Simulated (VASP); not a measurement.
Runs of VASP 6.6.1 on SiNi2. The structure is that of space group P6_3/mmc (No. 194), or close to it. The cells are those of the table. 

| cell | further INCAR settings | gap on the mesh (eV) | pressure (GPa) |
| --- | --- | --- | --- |
| a = 3.912, b = 3.912, c = 4.991 Å, angles 90.0, 90.0, 120.0°, 6 atoms | ALGO = Fast; EDIFF = 1e-06; NBANDS = 33 | none | 0.1 |
| a = 3.755, b = 3.755, c = 5.173 Å, angles 90.0, 90.0, 120.0°, 6 atoms | ALGO = Fast; EDIFF = 1e-06; NBANDS = 33 | none | 14.3 |
| a = 3.755, b = 3.755, c = 5.111 Å, angles 90.0, 90.0, 120.0°, 6 atoms | ALGO = Fast; EDIFF = 1e-06; NBANDS = 33 | none | (b) |
| a = 3.945, b = 3.945, c = 4.792 Å, angles 90.0, 90.0, 120.0°, 6 atoms | ALGO = Fast; EDIFF = 1e-07; NBANDS = 33 | none | 4.6 |
| a = 3.677, b = 3.677, c = 5.295 Å, angles 90.0, 90.0, 120.0°, 6 atoms | ALGO = Fast; EDIFF = 1e-06; NBANDS = 33 | none | (a) |

Alike in all rows: task single point; level PBE; potentials or basis VASP PAW PBE potentials, release 64 (Si, Ni); no spin polarisation; k mesh 12 × 12 × 8; cutoff (eV) 520; smearing gaussian 0.1 eV.

Question: Estimate the missing entries.

Answer: (a) 22.4; (b) 16.7.

Caveats: the cell stands under pressure (at least some runs).

A gap of «none» marks levels without a gap at the run's occupations.
